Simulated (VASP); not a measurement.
# KI (Fm-3m) in VASP: a series of runs

KI is run at these levels: PBE; tasks: single point.

Everything below comes from runs of VASP 6.6.1. Logs are shortened: lines on timing, memory, paths and dates and some standing lists are left out, and cuts for length are marked.

## (1) The cell of the first run

It takes space group Fm-3m (No. 225, cubic). Conventional cell: a = 6.921 Å, b = 6.921 Å, c = 6.921 Å, α = 90.00°, β = 90.00°, γ = 90.00°. K (site symmetry m-3m) has 6 I at 3.46 Å within 4.5 Å. Within 4.5 Å of I (site symmetry m-3m) lie 6 K at 3.46 Å.

## (2) Single point, PBE

INCAR

```
SYSTEM = KI
ALGO = Normal
EDIFF = 1E-6
ENCUT = 500
GGA = PE
GGA_COMPAT = .False.
ISIF = 2
ISMEAR = 0
LASPH = .True.
LCHARG = .False.
LREAL = .False.
LWAVE = .False.
NBANDS = 15
NELM = 120
PREC = Accurate
SIGMA = 0.01
```

KPOINTS

```
k-points
0
Gamma
  6 6 6
  0 0 0
```

POSCAR

```
KI
1.0
    0.0000000000      3.4606573152      3.4606573152
    3.4606573152      0.0000000000      3.4606573152
    3.4606573152      3.4606573152      0.0000000000
K I
1 1
Direct
    0.0000000000      0.0000000000      0.0000000000
    0.5000000000      0.5000000000      0.5000000000
```

Potentials or basis: VASP PAW PBE potentials, release 64 (K_sv, I).

Run with:

```bash
$ cat potpaw_PBE.64/K_sv/POTCAR potpaw_PBE.64/I/POTCAR > POTCAR
$ mpirun -np 1 vasp_std > vasp.out
```

OUTCAR:

```text
SYSTEM = KI
   EDIFF = 1E-6
   ENCUT = 500
   GGA = PE
   ISIF = 2
   ISMEAR = 0
   LASPH = .True.
   LREAL = .False.
   NELM = 120
   PREC = Accurate

 ion  position               nearest neighbor table
   1  0.000  0.000  0.000-   2 3.46   2 3.46   2 3.46   2 3.46   2 3.46   2 3.46
   2  0.500  0.500  0.500-   1 3.46   1 3.46   1 3.46   1 3.46   1 3.46   1 3.46

  LATTYP: Found a face centered cubic cell.
 ALAT       =     6.9213146304

  Lattice vectors:

 A1 = (   0.0000000000,   3.4606573152,   3.4606573152)
 A2 = (   3.4606573152,   0.0000000000,   3.4606573152)
 A3 = (   3.4606573152,   3.4606573152,   0.0000000000)

Analysis of symmetry for initial positions (statically):
=====================================================================
 Subroutine PRICEL returns:
 Original cell was already a primitive cell.

 Routine SETGRP: Setting up the symmetry group for a
 face centered cubic supercell.

 Subroutine GETGRP returns: Found 48 space group operations
 (whereof 48 operations were pure point group operations)
 out of a pool of 48 trial point group operations.

The static configuration has the point symmetry O_h .

Analysis of symmetry for dynamics (positions and initial velocities):
=====================================================================
 Subroutine PRICEL returns:
 Original cell was already a primitive cell.

 Routine SETGRP: Setting up the symmetry group for a
 face centered cubic supercell.

 Subroutine GETGRP returns: Found 48 space group operations
 (whereof 48 operations were pure point group operations)
 out of a pool of 48 trial point group operations.

The dynamic configuration has the point symmetry O_h .

 Subroutine INISYM returns: Found 48 space group operations
 (whereof 48 operations are pure point group operations),
 and found     1 'primitive' translations

----------------------------------------------------------------------------------------

                                     Primitive cell

  volume of cell :      82.8907

  direct lattice vectors                    reciprocal lattice vectors
     0.000000000  3.460657315  3.460657315    -0.144481223  0.144481223  0.144481223
     3.460657315  0.000000000  3.460657315     0.144481223 -0.144481223  0.144481223
     3.460657315  3.460657315  0.000000000     0.144481223  0.144481223 -0.144481223

  length of vectors
     4.894108510  4.894108510  4.894108510     0.250248818  0.250248818  0.250248818

  position of ions in fractional coordinates (direct lattice)
     0.000000000  0.000000000  0.000000000
     0.500000000  0.500000000  0.500000000

  ion indices of the primitive-cell ions
   primitive index   ion index
                 1           1
                 2           2

----------------------------------------------------------------------------------------

 KPOINTS: k-points

Automatic generation of k-mesh.
 Grid dimensions read from file:
 generate k-points for:    6    6    6

 Generating k-lattice:

  Cartesian coordinates                     Fractional coordinates (reciprocal lattice)
    -0.024080204  0.024080204  0.024080204     0.166666667  0.000000000  0.000000000
     0.024080204 -0.024080204  0.024080204     0.000000000  0.166666667  0.000000000
     0.024080204  0.024080204 -0.024080204     0.000000000  0.000000000  0.166666667

  Length of vectors
     0.041708136  0.041708136  0.041708136

  Shift w.r.t. Gamma in fractional coordinates (k-lattice)
     0.000000000  0.000000000  0.000000000

 Subroutine IBZKPT returns following result:
 ===========================================

 Found     16 irreducible k-points:

 Following reciprocal coordinates:
            Coordinates               Weight
  0.000000  0.000000  0.000000      1.000000
  0.166667  0.000000  0.000000      8.000000
  0.333333  0.000000  0.000000      8.000000
  0.500000  0.000000  0.000000      4.000000
  0.166667  0.166667  0.000000      6.000000
  0.333333  0.166667  0.000000     24.000000
[... 8 lines left out ...]
 -0.333333  0.333333  0.166667     24.000000
 -0.333333  0.500000  0.166667     12.000000
   k-points           NKPTS =     16   k-points in BZ     NKDIM =     16   number of bands    NBANDS=     15
   number of dos      NEDOS =    301   number of ions     NIONS =      2
   total plane-waves  NPLWV =  46656
   dimension x,y,z NGX =    36 NGY =   36 NGZ =   36
   dimension x,y,z NGXF=    72 NGYF=   72 NGZF=   72
   ions per type =               1   1
   NGX,Y,Z   is equivalent  to a cutoff of  12.23, 12.23, 12.23 a.u.
   NGXF,Y,Z  is equivalent  to a cutoff of  24.46, 24.46, 24.46 a.u.
 SYSTEM =  KI
   PREC   = accura    normal or accurate (medium, high low for compatibility)
   ISTART =      0    job   : 0-new  1-cont  2-samecut
   ICHARG =      2    charge: 1-file 2-atom 10-const
   ISPIN  =      1    spin polarized calculation?
   LNONCOLLINEAR =      F non collinear calculations
   LSORBIT =      F    spin-orbit coupling
   LASPH  =      T    aspherical Exc in radial PAW
   ENCUT  =  500.0 eV  36.75 Ry    6.06 a.u.   8.92  8.92  8.92*2*pi/ulx,y,z
   NELM   =    120;   NELMIN=  2; NELMDL= -5     # of ELM steps
   EDIFF  = 0.1E-05   stopping-criterion for ELM
   LREAL  =      F    real-space projection
   EDIFFG = 0.1E-04   stopping-criterion for IOM
   NSW    =      0    number of steps for IOM
   IBRION =     -1    ionic relax: 0-MD 1-quasi-New 2-CG
   NFREE  =      0    steps in history (QN), initial steepest desc. (CG)
   ISIF   =      2    stress and relaxation
   ISYM   =      2    0-nonsym 1-usesym 2-fastsym
   POTIM  = 0.5000    time-step for ionic-motion
   TEBEG  =    0.0;   TEEND  =   0.0 temperature during run
   PSTRESS=    0.0 pullay stress
   NELECT =      16.0000    total number of electrons
   NUPDOWN=      -1.0000    fix difference up-down
   EMIN   =  10.00;   EMAX   =-10.00  energy-range for DOS
   EFERMI =   0.00;   METHOD = LEGACY
   ISMEAR =     0;   SIGMA  =   0.01  broadening in eV -4-tet -1-fermi 0-gaus
   EFERMI_NEDOS =   21; number of points for ismear=-14 and -15
   IALGO  =     38    algorithm
   IMIX   =      4    mixing-type and parameters
     AMIX     =   0.40;   BMIX     =  1.00
     AMIX_MAG =   1.60;   BMIX_MAG =  1.00
  volume/ion in A,a.u.               =      41.45       279.69
  Fermi-wavevector in a.u.,A,eV,Ry     =   0.946120  1.787908 12.179161  0.895143
  Thomas-Fermi vector in A             =   2.074087
   LORBIT       =      0    0 simple, 1 ext, 2 COOP (PROOUT), +10 PAW based schemes
   GGA     = PE    functional components
   LHFCALC =     F    Hartree Fock is set to
   AEXX    =    0.0000 exact exchange contribution
   IVDW    =     0    specifies the selected vdW correction
   LEPSILON=     F    determine dielectric tensor
   LRPA    =     F    only Hartree local field effects (RPA)
 non-spin polarized calculation
 Gauss-broadening in eV      SIGMA  =   0.01
  energy-cutoff  :      500.00
  volume of cell :       82.89
 maximum number of plane-waves:      2126
   NGX = 17   NGY = 17   NGZ = 17

 number of electron      15.9999999 magnetization

 Free energy of the ion-electron system (eV)
  ---------------------------------------------------
  ext. energy  EPLUGINS =         0.00000000
  ---------------------------------------------------
  free energy    TOTEN  =        -5.52067747 eV

  energy without entropy =       -5.52067747  energy(sigma->0) =       -5.52067747

 E-fermi :  -0.0331     XC(G=0):  -7.4234

 val. band max:       -0.0803489758   @ k =   0.0000   0.0000   0.0000
 cond. band min:       4.0324176119   @ k =   0.0000   0.0000   0.0000
 fundamental gap:      4.1127665876
 Fermi energy:        -0.0330911945

 k-point     1 :       0.0000    0.0000    0.0000
  band No.  band energies     occupation
      1     -28.4804      2.00000
      2     -11.9763      2.00000
      3     -11.9763      2.00000
      4     -11.9763      2.00000
      5     -10.6818      2.00000
      6      -0.0803      2.00000
      7      -0.0803      2.00000
      8      -0.0803      2.00000
      9       4.0324      0.00000
     10       6.3839      0.00000
     11       6.3839      0.00000
     12       6.3839      0.00000
     13       7.1439      0.00000
     14       7.1439      0.00000
     15       9.7708      0.00000

 k-point     2 :       0.1667    0.0000    0.0000
  band No.  band energies     occupation
      1     -28.4797      2.00000
      2     -12.0374      2.00000
      3     -11.9770      2.00000
      4     -11.9770      2.00000
      5     -10.5820      2.00000
      6      -0.5476      2.00000
      7      -0.1866      2.00000
      8      -0.1866      2.00000
      9       4.6866      0.00000
     10       6.3280      0.00000
     11       6.6930      0.00000
     12       6.6930      0.00000
     13       7.4977      0.00000
     14       7.4977      0.00000
     15      10.6975      0.00000

 k-point     3 :       0.3333    0.0000    0.0000
  band No.  band energies     occupation
      1     -28.4782      2.00000
      2     -12.1405      2.00000
      3     -11.9783      2.00000
      4     -11.9783      2.00000
      5     -10.3985      2.00000
      6      -1.2551      2.00000
      7      -0.3816      2.00000
      8      -0.3816      2.00000
      9       5.3630      0.00000
     10       7.1084      0.00000
     11       7.4514      0.00000
     12       7.4514      0.00000
     13       8.4159      0.00000
     14       8.4159      0.00000
     15       9.8656      0.00000
[... 199 lines left out ...]
 k-point    15 :      -0.3333    0.3333    0.1667
  band No.  band energies     occupation
      1     -28.4767      2.00000
      2     -12.0974      2.00000
      3     -12.0084      2.00000
      4     -11.9958      2.00000
      5     -10.3955      2.00000
      6      -1.1543      2.00000
      7      -0.7909      2.00000
      8      -0.5830      2.00000
      9       6.2336      0.00000
     10       6.5536      0.00000
     11       7.1394      0.00000
     12       8.3481      0.00000
     13       8.8673      0.00000
     14       9.2628      0.00000
     15      10.0355      0.00000

 k-point    16 :      -0.3333    0.5000    0.1667
  band No.  band energies     occupation
      1     -28.4765      2.00000
      2     -12.0379      2.00000
      3     -12.0271      2.00000
      4     -12.0092      2.00000
      5     -10.4458      2.00000
      6      -1.0399      2.00000
      7      -0.7022      2.00000
      8      -0.6914      2.00000
      9       5.5401      0.00000
     10       6.4762      0.00000
     11       7.4333      0.00000
     12       8.4581      0.00000
     13       8.5835      0.00000
     14       9.7076      0.00000
     15      10.2461      0.00000

------------------------ aborting loop because EDIFF is reached ----------------------------------------

  FORCE on cell =-STRESS in cart. coord.  units (eV):
  Direction    XX          YY          ZZ          XY          YZ          ZX
  --------------------------------------------------------------------------------------
  -------------------------------------------------------------------------------------
  Total        0.8198378      0.8198378      0.8198378      0.0000000     -0.0000000      0.0000000
  in kB       15.8464780     15.8464780     15.8464780      0.0000000     -0.0000000      0.0000000
  external PRESSURE =      15.8464780 kB  Pullay stress =       0.0000000 kB

 VOLUME and BASIS-vectors are now :
 -----------------------------------------------------------------------------
  energy-cutoff  :      500.00
  volume of cell :       82.89
      direct lattice vectors                 reciprocal lattice vectors
     0.000000000  3.460657315  3.460657315    -0.144481223  0.144481223  0.144481223
     3.460657315  0.000000000  3.460657315     0.144481223 -0.144481223  0.144481223
     3.460657315  3.460657315  0.000000000     0.144481223  0.144481223 -0.144481223

 POSITION                                       TOTAL-FORCE (eV/Angst)
 -----------------------------------------------------------------------------------
      0.00000      0.00000      0.00000        -0.000000     -0.000000     -0.000000
      3.46066      3.46066      3.46066         0.000000      0.000000      0.000000
 -----------------------------------------------------------------------------------
    total drift:                                0.000000      0.000000      0.000000

  FREE ENERGIE OF THE ION-ELECTRON SYSTEM (eV)
  ---------------------------------------------------
  free  energy   TOTEN  =        -5.5206774678 eV

  energy  without entropy=       -5.5206774678  energy(sigma->0) =       -5.52067747
```

Wall time 9.1 s (1 thread of Intel Xeon 6975P-C (Granite Rapids), shared host); peak memory 0.2 GiB.

What came out:

```
Free energy            : -5.5207 eV
Pressure               : 1.6 GPa
Band gap on the k mesh : 4.11 eV
```

Levels at points of the mesh, in eV from the valence-band top:
```tsv
k point	band 4	band 5	band 6	band 7	band 8	band 9	band 10	band 11	band 12	band 13
(0.00, 0.00, 0.00)	-11.90	-10.60	0.00	0.00	0.00	4.11	6.46	6.46	6.46	7.22
(0.50, 0.00, 0.00)	-11.90	-10.23	-1.47	-0.39	-0.39	5.58	7.88	8.27	8.27	8.81
(0.50, 0.50, 0.00)	-11.92	-10.43	-1.10	-0.40	-0.40	4.83	5.91	8.16	8.92	9.12
```

Caveat: spin-orbit coupling is left out, which moves the levels of the heavy elements.

## (3) Single point, PBE

This run uses another cell than the first one, of 42.33 Å³/atom.

INCAR is that of step 2.

KPOINTS is that of step 2.

POSCAR

```
KI
1.0
    0.0000000000      3.4850289444      3.4850289444
    3.4850289444      0.0000000000      3.4850289444
    3.4850289444      3.4850289444      0.0000000000
K I
1 1
Direct
    0.0000000000      0.0000000000      0.0000000000
    0.5000000000      0.5000000000      0.5000000000
```

Potentials or basis: VASP PAW PBE potentials, release 64 (K_sv, I).

Run with:

```bash
$ cat potpaw_PBE.64/K_sv/POTCAR potpaw_PBE.64/I/POTCAR > POTCAR
$ mpirun -np 1 vasp_std > vasp.out
```

OUTCAR:

```text
SYSTEM = KI
   EDIFF = 1E-6
   ENCUT = 500
   GGA = PE
   ISIF = 2
   ISMEAR = 0
   LASPH = .True.
   LREAL = .False.
   NELM = 120
   PREC = Accurate

 ion  position               nearest neighbor table
   1  0.000  0.000  0.000-   2 3.49   2 3.49   2 3.49   2 3.49   2 3.49   2 3.49
   2  0.500  0.500  0.500-   1 3.49   1 3.49   1 3.49   1 3.49   1 3.49   1 3.49

  LATTYP: Found a face centered cubic cell.
 ALAT       =     6.9700578888

  Lattice vectors:

[... 465 lines left out ...]

  FORCE on cell =-STRESS in cart. coord.  units (eV):
  Direction    XX          YY          ZZ          XY          YZ          ZX
  --------------------------------------------------------------------------------------
  -------------------------------------------------------------------------------------
  Total        0.6489714      0.6489714      0.6489714     -0.0000000      0.0000000      0.0000000
  in kB       12.2825051     12.2825051     12.2825051     -0.0000000      0.0000000      0.0000000
  external PRESSURE =      12.2825051 kB  Pullay stress =       0.0000000 kB

 VOLUME and BASIS-vectors are now :
 -----------------------------------------------------------------------------
  energy-cutoff  :      500.00
  volume of cell :       84.65
      direct lattice vectors                 reciprocal lattice vectors
     0.000000000  3.485028944  3.485028944    -0.143470831  0.143470831  0.143470831
     3.485028944  0.000000000  3.485028944     0.143470831 -0.143470831  0.143470831
     3.485028944  3.485028944  0.000000000     0.143470831  0.143470831 -0.143470831

 POSITION                                       TOTAL-FORCE (eV/Angst)
 -----------------------------------------------------------------------------------
      0.00000      0.00000      0.00000        -0.000000     -0.000000     -0.000000
      3.48503      3.48503      3.48503         0.000000      0.000000      0.000000
 -----------------------------------------------------------------------------------
    total drift:                                0.000000      0.000000      0.000000

  FREE ENERGIE OF THE ION-ELECTRON SYSTEM (eV)
  ---------------------------------------------------
  free  energy   TOTEN  =        -5.5361296535 eV

  energy  without entropy=       -5.5361296535  energy(sigma->0) =       -5.53612965
```

stdout:

```text
POSCAR found type information on POSCAR K I
 POSCAR found :  2 types and       2 ions
 scaLAPACK will be used
 LDA part: xc-table for (Slater+PW92), standard interpolation
 POSCAR, INCAR and KPOINTS ok, starting setup
 FFT: planning ... GRIDC
 FFT: planning ... GRID_SOFT
 FFT: planning ... GRID
 WAVECAR not read
 entering main loop
```

It took 9.3 s on 1 thread of Intel Xeon 6975P-C (Granite Rapids), shared host; peak memory 0.2 GiB.

Results:

- Free energy: -5.5361 eV
- Pressure: 1.2 GPa
- Band gap on the k mesh: 4.06 eV

Caveat: spin-orbit coupling is left out, which moves the levels of the heavy elements.
